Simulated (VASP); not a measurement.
# Co (P6_3/mmc) in VASP: settings compared

Aim: see how the results for Co move with the level of theory and the settings. Levels: revPBE+D3(BJ), revPBE+D4, PBE. Tasks: single point.

Everything below comes from runs of VASP 6.6.1. Logs are shortened: lines on timing, memory, paths and dates and some standing lists are left out, and cuts for length are marked.

### 1 The cell of the first run

The structure is hexagonal, space group P6_3/mmc (No. 194). The conventional cell has a = 2.465 Å, b = 2.465 Å, c = 3.977 Å, α = 90.00°, β = 90.00°, γ = 120.00°. Co (site symmetry -6m2) has 12 Co at 2.45 to 2.46 Å within 3.2 Å.

### 2 Single point, revPBE+D3(BJ), collinear spin, ferromagnetic start

Input file INCAR:

```
SYSTEM = Co
  ALGO = Normal
  EDIFF = 1E-6
  ENCUT = 520
  GGA = RE
  ISIF = 2
  ISMEAR = -1
  ISPIN = 2
  IVDW = 12
  LASPH = .TRUE.
  LCHARG = .TRUE.
  LELF = .TRUE.
  LMAXMIX = 4
  LORBIT = 11
  LREAL = .FALSE.
  LVHAR = .TRUE.
  LWAVE = .FALSE.
  MAGMOM = 2 2
  NBANDS = 20
  NELM = 150
  PREC = Accurate
  SIGMA = 0.05
```

Input file KPOINTS:

```
k-points
0
G
  12 12 7
  0 0 0
```

Input file POSCAR:

```
Co
1.0
    2.4647555332      0.0000000000      0.0000000000
   -1.2323777666      2.1345409058      0.0000000000
    0.0000000000      0.0000000000      3.9765823443
Co
2
Direct
    0.6666666667      0.3333333333      0.7500000000
    0.3333333333      0.6666666667      0.2500000000
```

Potentials or basis: VASP PAW PBE potentials, release 64 (Co).

On the command line:

```bash
cat potpaw_PBE.64/Co/POTCAR > POTCAR
mpirun -np 1 vasp_std > vasp.out
```

OUTCAR:

```text
SYSTEM = Co
   EDIFF = 1E-6
   ENCUT = 520
   GGA = RE
   ISIF = 2
   ISMEAR = -1
   ISPIN = 2
   IVDW = 12
   LASPH = .TRUE.
   LORBIT = 11
   LREAL = .FALSE.
   NELM = 150
   PREC = Accurate
 IVDW          = 12

 ion  position               nearest neighbor table
   1  0.667  0.333  0.750-   2 2.45   2 2.45   2 2.45   2 2.45   2 2.45   2 2.45
   2  0.333  0.667  0.250-   1 2.45   1 2.45   1 2.45   1 2.45   1 2.45   1 2.45

  LATTYP: Found a hexagonal cell.
 ALAT       =     2.4647555332
 C/A-ratio  =     1.6133779966

  Lattice vectors:

 A1 = (   2.4647555332,   0.0000000000,   0.0000000000)
 A2 = (  -1.2323777666,   2.1345409058,   0.0000000000)
 A3 = (   0.0000000000,   0.0000000000,   3.9765823443)

Analysis of symmetry for initial positions (statically):
=====================================================================
 Subroutine PRICEL returns:
 Original cell was already a primitive cell.

 Routine SETGRP: Setting up the symmetry group for a
 hexagonal supercell.

 Subroutine GETGRP returns: Found 24 space group operations
 (whereof 12 operations were pure point group operations)
 out of a pool of 24 trial point group operations.

The static configuration has the point symmetry D_3d.
 The point group associated with its full space group is D_6h.

Analysis of symmetry for dynamics (positions and initial velocities):
=====================================================================
 Subroutine PRICEL returns:
 Original cell was already a primitive cell.

 Routine SETGRP: Setting up the symmetry group for a
 hexagonal supercell.

 Subroutine GETGRP returns: Found 24 space group operations
 (whereof 12 operations were pure point group operations)
 out of a pool of 24 trial point group operations.

The dynamic configuration has the point symmetry D_3d.
 The point group associated with its full space group is D_6h.

Analysis of structural, dynamic, and magnetic symmetry:
=====================================================================
 Subroutine PRICEL returns:
 Original cell was already a primitive cell.

 Routine SETGRP: Setting up the symmetry group for a
 hexagonal supercell.

 Subroutine GETGRP returns: Found 24 space group operations
 (whereof 12 operations were pure point group operations)
 out of a pool of 24 trial point group operations.

The overall configuration has the point symmetry D_3d.
 The point group associated with its full space group is D_6h.

 Subroutine INISYM returns: Found 24 space group operations
 (whereof 12 operations are pure point group operations),
 and found     1 'primitive' translations

----------------------------------------------------------------------------------------

                                     Primitive cell

  volume of cell :      20.9213

  direct lattice vectors                    reciprocal lattice vectors
     2.464755533  0.000000000  0.000000000     0.405719751  0.234242407  0.000000000
    -1.232377767  2.134540906  0.000000000     0.000000000  0.468484814  0.000000000
     0.000000000  0.000000000  3.976582344     0.000000000  0.000000000  0.251472222

  length of vectors
     2.464755533  2.464755533  3.976582344     0.468484814  0.468484814  0.251472222

  position of ions in fractional coordinates (direct lattice)
     0.666666667  0.333333333  0.750000000
     0.333333333  0.666666667  0.250000000

  ion indices of the primitive-cell ions
   primitive index   ion index
                 1           1
                 2           2

----------------------------------------------------------------------------------------

 KPOINTS: k-points

Automatic generation of k-mesh.
 Grid dimensions read from file:
 generate k-points for:   12   12    7

 Generating k-lattice:

  Cartesian coordinates                     Fractional coordinates (reciprocal lattice)
     0.033809979  0.019520201  0.000000000     0.083333333 -0.000000000  0.000000000
     0.000000000  0.039040401  0.000000000     0.000000000  0.083333333  0.000000000
     0.000000000  0.000000000  0.035924603     0.000000000  0.000000000  0.142857143

  Length of vectors
     0.039040401  0.039040401  0.035924603

  Shift w.r.t. Gamma in fractional coordinates (k-lattice)
     0.000000000  0.000000000  0.000000000

 Subroutine IBZKPT returns following result:
 ===========================================

 Found     76 irreducible k-points:

 Following reciprocal coordinates:
            Coordinates               Weight
  0.000000  0.000000  0.000000      1.000000
  0.083333 -0.000000  0.000000      6.000000
  0.166667 -0.000000  0.000000      6.000000
  0.250000 -0.000000  0.000000      6.000000
  0.333333 -0.000000  0.000000      6.000000
  0.416667 -0.000000  0.000000      6.000000
[... 16 lines left out ...]
  0.250000 -0.000000  0.142857     12.000000
  0.333333 -0.000000  0.142857     12.000000
 [... further k-points ...]
   k-points           NKPTS =     76   k-points in BZ     NKDIM =     76   number of bands    NBANDS=     20
   number of dos      NEDOS =    301   number of ions     NIONS =      2
   total plane-waves  NPLWV =   9720
   dimension x,y,z NGX =    18 NGY =   18 NGZ =   30
   dimension x,y,z NGXF=    36 NGYF=   36 NGZF=   60
   ions per type =               2
   NGX,Y,Z   is equivalent  to a cutoff of  12.14, 12.14, 12.54 a.u.
   NGXF,Y,Z  is equivalent  to a cutoff of  24.28, 24.28, 25.08 a.u.
 SYSTEM =  Co
   PREC   = accura    normal or accurate (medium, high low for compatibility)
   ISTART =      0    job   : 0-new  1-cont  2-samecut
   ICHARG =      2    charge: 1-file 2-atom 10-const
   ISPIN  =      2    spin polarized calculation?
   LNONCOLLINEAR =      F non collinear calculations
   LSORBIT =      F    spin-orbit coupling
   LASPH  =      T    aspherical Exc in radial PAW
   ENCUT  =  520.0 eV  38.22 Ry    6.18 a.u.   4.58  4.58  7.39*2*pi/ulx,y,z
   NELM   =    150;   NELMIN=  2; NELMDL= -5     # of ELM steps
   EDIFF  = 0.1E-05   stopping-criterion for ELM
   LREAL  =      F    real-space projection
   EDIFFG = 0.1E-04   stopping-criterion for IOM
   NSW    =      0    number of steps for IOM
   IBRION =     -1    ionic relax: 0-MD 1-quasi-New 2-CG
   NFREE  =      0    steps in history (QN), initial steepest desc. (CG)
   ISIF   =      2    stress and relaxation
   ISYM   =      2    0-nonsym 1-usesym 2-fastsym
   POTIM  = 0.5000    time-step for ionic-motion
   TEBEG  =    0.0;   TEEND  =   0.0 temperature during run
   PSTRESS=    0.0 pullay stress
   NELECT =      18.0000    total number of electrons
   NUPDOWN=      -1.0000    fix difference up-down
   EMIN   =  10.00;   EMAX   =-10.00  energy-range for DOS
   EFERMI =   0.00;   METHOD = LEGACY
   ISMEAR =    -1;   SIGMA  =   0.05  broadening in eV -4-tet -1-fermi 0-gaus
   EFERMI_NEDOS =   21; number of points for ismear=-14 and -15
   IALGO  =     38    algorithm
   IMIX   =      4    mixing-type and parameters
     AMIX     =   0.40;   BMIX     =  1.00
     AMIX_MAG =   1.60;   BMIX_MAG =  1.00
  volume/ion in A,a.u.               =      10.46        70.59
  Fermi-wavevector in a.u.,A,eV,Ry     =   1.557051  2.942400 32.986080  2.424408
  Thomas-Fermi vector in A             =   2.660758
   LORBIT       =     11    0 simple, 1 ext, 2 COOP (PROOUT), +10 PAW based schemes
   GGA     = RE    functional components
   LHFCALC =     F    Hartree Fock is set to
   AEXX    =    0.0000 exact exchange contribution
   IVDW    =    12    specifies the selected vdW correction
   LEPSILON=     F    determine dielectric tensor
   LRPA    =     F    only Hartree local field effects (RPA)
 spin polarized calculation
  energy-cutoff  :      520.00
  volume of cell :       20.92
 maximum number of plane-waves:       580
   NGX =  9   NGY =  9   NGZ = 15

 number of electron      17.9999978 magnetization       3.1814500

 Free energy of the ion-electron system (eV)
  ---------------------------------------------------
  ext. energy  EPLUGINS =         0.00000000
  ---------------------------------------------------
  free energy    TOTEN  =       -13.20838511 eV

  energy without entropy =      -13.19311204  energy(sigma->0) =      -13.20074857

 E-fermi :  10.8734     XC(G=0): -13.5417

 val. band max:       10.8724670973   @ k =   0.4167   0.0833   0.4286
 cond. band min:      10.8744768110   @ k =   0.3333   0.2500   0.4286
 fundamental gap:      0.0020097137
 Fermi energy:        10.8734190130

 spin component 1

 k-point     1 :       0.0000    0.0000    0.0000
  band No.  band energies     occupation
      1       1.7772      1.00000
      2       5.5768      1.00000
      3       8.2111      1.00000
      4       8.2209      1.00000
      5       8.2209      1.00000
      6       8.5537      1.00000
[... 12 lines left out ...]
     19      37.3776      0.00000
     20      37.3776      0.00000

 k-point     2 :       0.0833   -0.0000    0.0000
  band No.  band energies     occupation
      1       2.0268      1.00000
      2       5.7259      1.00000
      3       7.9754      1.00000
      4       8.3397      1.00000
      5       8.4160      1.00000
      6       8.5061      1.00000
[... 12 lines left out ...]
     19      38.6981      0.00000
     20      39.7974      0.00000
[... 465 lines left out ...]
      3       7.1424      1.00000
      4       7.5556      1.00000
      5       8.1075      1.00000
      6       8.4587      1.00000
[... 12 lines left out ...]
     19      36.4398      0.00000
     20      37.5849      0.00000

 k-point    24 :       0.3333   -0.0000    0.1429
  band No.  band energies     occupation
      1       5.0657      1.00000
      2       6.3372      1.00000
      3       6.7344      1.00000
      4       7.5100      1.00000
      5       8.2869      1.00000
      6       8.3025      1.00000
[... 12 lines left out ...]
     19      34.6070      0.00000
     20      36.2744      0.00000

 [... further k-points ...]

 spin component 2

 k-point     1 :       0.0000    0.0000    0.0000
  band No.  band energies     occupation
      1       1.7430      1.00000
      2       6.5186      1.00000
      3       9.8574      1.00000
      4       9.8666      1.00000
      5       9.8666      1.00000
      6      10.2563      1.00000
[... 12 lines left out ...]
     19      37.6414      0.00000
     20      37.6414      0.00000

 k-point     2 :       0.0833   -0.0000    0.0000
  band No.  band energies     occupation
      1       1.9936      1.00000
      2       6.6882      1.00000
      3       9.5736      1.00000
      4       9.9972      1.00000
      5      10.0104      1.00000
      6      10.0890      1.00000
[... 12 lines left out ...]
     19      38.5299      0.00000
     20      40.0586      0.00000
[... 465 lines left out ...]
      3       8.2560      1.00000
      4       8.9278      1.00000
      5       9.6882      1.00000
      6      10.1530      1.00000
[... 12 lines left out ...]
     19      36.8109      0.00000
     20      37.8702      0.00000

 k-point    24 :       0.3333   -0.0000    0.1429
  band No.  band energies     occupation
      1       5.2977      1.00000
      2       7.5151      1.00000
      3       7.8770      1.00000
      4       8.7742      1.00000
      5       9.7704      1.00000
      6       9.9749      1.00000
[... 12 lines left out ...]
     19      34.9828      0.00000
     20      36.5773      0.00000

 [... further k-points ...]

------------------------ aborting loop because EDIFF is reached ----------------------------------------

 Edisp (eV)   -1.66348

 E8    (eV) :    -1.1693

  FORCE on cell =-STRESS in cart. coord.  units (eV):
  Direction    XX          YY          ZZ          XY          YZ          ZX
  --------------------------------------------------------------------------------------
  -------------------------------------------------------------------------------------
  Total      -0.11373    -0.11373    -0.13006    -0.00000     0.00000     0.00000
  in kB      -8.70937    -8.70937    -9.96011    -0.00000     0.00000     0.00000
  external pressure =       -9.13 kB  Pullay stress =        0.00 kB

 VOLUME and BASIS-vectors are now :
 -----------------------------------------------------------------------------
  energy-cutoff  :      520.00
  volume of cell :       20.92
      direct lattice vectors                 reciprocal lattice vectors
     2.464755533  0.000000000  0.000000000     0.405719751  0.234242407  0.000000000
    -1.232377767  2.134540906  0.000000000     0.000000000  0.468484814  0.000000000
     0.000000000  0.000000000  3.976582344     0.000000000  0.000000000  0.251472222

 POSITION                                       TOTAL-FORCE (eV/Angst)
 -----------------------------------------------------------------------------------
      1.23238      0.71151      2.98244        -0.000000      0.000000      0.000000
     -0.00000      1.42303      0.99415         0.000000     -0.000000      0.000000
 -----------------------------------------------------------------------------------
    total drift:                                0.000000      0.000000     -0.000000

  FREE ENERGIE OF THE ION-ELECTRON SYSTEM (eV)
  ---------------------------------------------------
  free  energy   TOTEN  =       -14.8718679090 eV

  energy  without entropy=      -14.8565948373  energy(sigma->0) =      -14.86423137

 total charge

# of ion       s       p       d       tot
------------------------------------------
    1        0.506   0.555   7.287   8.348
    2        0.506   0.555   7.287   8.348
--------------------------------------------------
tot          1.012   1.111  14.574  16.696

 magnetization (x)

# of ion       s       p       d       tot
------------------------------------------
    1       -0.016  -0.057   1.679   1.605
    2       -0.016  -0.057   1.679   1.605
--------------------------------------------------
tot         -0.032  -0.115   3.357   3.211
```

It took 41 s on 1 thread of Intel Xeon Platinum 8488C (Sapphire Rapids), shared host; peak memory 0.17 GiB.

Results:

| Property | Result |
| --- | --- |
| Free energy | -14.8719 eV |
| Pressure | -0.9 GPa |
| Net moment | 3.18 μB per cell |
| Site moments | Co +1.60 μB |
| Valence electrons inside the program's atomic spheres | Co 8.35 |
| Dispersion energy per atom | -0.832 eV |

Caveat: the PAW data sets were made with another functional, which shifts forces and pressure a little; pairwise dispersion overbinds metals, which lowers pressure and volume.

### 3 Single point, revPBE+D4, collinear spin, ferromagnetic start

This run uses another cell than the first one, of 10.55 Å³/atom, 1.008 times its volume.

Input file INCAR:

```
SYSTEM = Co
ALGO = Normal ; EDIFF = 1E-6
ENCUT = 520 ; GGA = RE
ISIF = 2 ; ISMEAR = -1
ISPIN = 2 ; IVDW = 13
LASPH = .True. ; LCHARG = .False.
LMAXMIX = 4 ; LORBIT = 11
LREAL = .False. ; LWAVE = .False.
MAGMOM = 2 2 ; NBANDS = 20
NELM = 150 ; PREC = Accurate
SIGMA = 0.05
```

Input file KPOINTS:

```
k-points
0
Gamma
  12 12 7
  0 0 0
```

Input file POSCAR:

```
Co
1.0
    2.4717671047      0.0000000000      0.0000000000
   -1.2358835523      2.1406131049      0.0000000000
    0.0000000000      0.0000000000      3.9874504581
Co
2
Direct
    0.6666666667      0.3333333333      0.7500000000
    0.3333333333      0.6666666667      0.2500000000
```

Potentials or basis: VASP PAW PBE potentials, release 64 (Co).

On the command line:

```bash
cat potpaw_PBE.64/Co/POTCAR > POTCAR
mpirun -np 1 vasp_std > vasp.out
```

Run time: 42 s. Hardware: 1 thread of Intel Xeon Platinum 8488C (Sapphire Rapids), shared host; peak memory 0.16 GiB.

The run converged. Its results:

* Free energy: -14.7216 eV
* Pressure: -0.9 GPa
* Net moment: 3.20 μB per cell
* Site moments: Co +1.62 μB
* Valence electrons inside the program's atomic spheres: Co 8.33
* Dispersion energy per atom: -0.750 eV

Stress tensor (GPa, compression positive):
```
-0.81  0.00  0.00
 0.00 -0.81  0.00
 0.00  0.00 -0.95
```

Levels at points of the mesh, in eV from the Fermi level:
Spin up:
| k point | band 9 | band 10 | band 11 | band 12 | band 13 | band 14 |
| --- | --- | --- | --- | --- | --- | --- |
| (0.00, 0.00, 0.00) | -1.96 | -0.81 | -0.81 | -0.04 | 6.66 | 22.18 |
| (0.50, 0.00, 0.00) | -0.57 | -0.53 | 1.37 | 3.46 | 9.95 | 10.65 |
Spin down:
```tsv
k point	band 4	band 5	band 6	band 7	band 8	band 9	band 10	band 11
(0.00, 0.00, 0.00)	-0.99	-0.99	-0.60	-0.60	-0.18	-0.18	-0.14	1.09
(0.50, 0.00, 0.00)	-1.92	-1.17	-1.06	-0.62	1.23	1.37	1.40	2.62
```

Caveat: the PAW data sets were made with another functional, which shifts forces and pressure a little; pairwise dispersion overbinds metals, which lowers pressure and volume.

### 4 Single point, PBE, collinear spin, ferromagnetic start

This run uses another cell than the first one, of 10.64 Å³/atom, 1.017 times its volume.

Input file INCAR:

```
  PREC = Accurate
  ENCUT = 520
  EDIFF = 1E-7
  ISMEAR = 0
  SIGMA = 0.015
  LREAL = False
  LASPH = True
  NELM = 150
  ALGO = Normal
  ISIF = 2
  LWAVE = False
  LCHARG = False
  ISPIN = 2
  MAGMOM = 2 2
  LORBIT = 11
  LMAXMIX = 4
  GGA = PE
  NBANDS = 20
```

Input file KPOINTS:

```
Automatic mesh
0
Gamma
  12 12 7
```

Input file POSCAR:

```
Co
1.0
    2.4719999032      0.0000000000      0.0000000000
   -1.2359999516      2.1408147143      0.0000000000
    0.0000000000      0.0000000000      4.0211440800
Co
2
Direct
    0.6666666667      0.3333333333      0.7500000000
    0.3333333333      0.6666666667      0.2500000000
```

On the command line:

```bash
cat potpaw_PBE.64/Co/POTCAR > POTCAR
mpirun -np 1 vasp_std > vasp.out
```

Run time: 47 s. Hardware: 1 thread of Intel Xeon Platinum 8488C (Sapphire Rapids), shared host; peak memory 0.16 GiB.

The run converged. Its results:

- Free energy: -14.0608 eV
- Pressure: 4.0 GPa
- Net moment: 3.21 μB per cell
- Site moments: Co +1.62 μB
- Valence electrons inside the program's atomic spheres: Co 8.31

Stress tensor (GPa, compression positive):
```
5.10 0.00 0.00
0.00 5.10 0.00
0.00 0.00 1.75
```

Levels at points of the mesh, in eV from the Fermi level:
Spin up:
```tsv
k point	band 8	band 9	band 10	band 11	band 12	band 13	band 14	band 15
(0.00, 0.00, 0.00)	-1.90	-1.90	-0.79	-0.79	-0.14	6.45	22.23	25.04
(0.50, 0.00, 0.00)	-0.64	-0.57	-0.49	1.38	3.45	9.82	10.49	12.90
```
Spin down:
```
           k point  band 3  band 4  band 5  band 6  band 7  band 8  band 9  band 10  band 11  band 12
(0.00, 0.00, 0.00)   -1.03   -0.97   -0.97   -0.60   -0.60   -0.19   -0.14    -0.14     1.08     1.08
(0.50, 0.00, 0.00)   -3.32   -1.84   -1.11   -1.07   -0.64    1.24    1.34     1.41     2.62     4.42
```

### 5 Overview

```tsv
level	cell	smearing	gap on the mesh (eV)	pressure (GPa)	moment (μB)
revPBE+D3(BJ)	a = 2.465, b = 2.465, c = 3.977 Å, angles 90.0, 90.0, 120.0°, 2 atoms	fermi-dirac 0.05 eV	none	-0.9	3.18
revPBE+D4	a = 2.472, b = 2.472, c = 3.987 Å, angles 90.0, 90.0, 120.0°, 2 atoms	fermi-dirac 0.05 eV	none	-0.9	3.20
PBE	a = 2.472, b = 2.472, c = 4.021 Å, angles 90.0, 90.0, 120.0°, 2 atoms	gaussian 0.015 eV	none	4.0	3.21
```

Alike in all rows: task single point; potentials or basis VASP PAW PBE potentials, release 64 (Co); spin collinear, ferromagnetic start; k mesh 12 × 12 × 7; cutoff (eV) 520.

Caveats: the PAW data sets were made with another functional, which shifts forces and pressure a little (some runs); pairwise dispersion overbinds metals, which lowers pressure and volume (some runs).

Absolute energies hang on the potentials; compare differences alone.
